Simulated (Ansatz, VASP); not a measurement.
## Two plane-wave programs on CsI

```xyz
2
Lattice="4.7575 0.0000 0.0000 0.0000 4.7575 0.0000 0.0000 0.0000 4.7575" Properties=species:S:1:pos:R:3 pbc="T T T"
Cs    0.0000    0.0000    0.0000
I     2.3788    2.3788    2.3788
```

Alike in both runs: task single point; functional PBE; k mesh 4 × 4 × 4; no spin polarisation.

```csv
,VASP,Ansatz
version,VASP 6.6.1,Ansatz 0.2.0
potentials or method,"VASP PAW PBE potentials, release 64 (Cs_sv, I)","plane waves, PAW"
plane-wave cutoff (eV),500,420
occupations,"gaussian, width 0.01 eV",fixed
valence electrons in the cell,16,26
```

```csv
,VASP,Ansatz,Ansatz less VASP
gap on the k mesh at the Fermi level (eV),3.51,3.52,+0.010
pressure (GPa),-0.5,-0.5,-0.02
```

VASP's potentials hold 16 valence electrons a cell and Ansatz's 26, so a difference there can come from the potentials and not from the codes.

Neither program's run includes spin-orbit coupling.
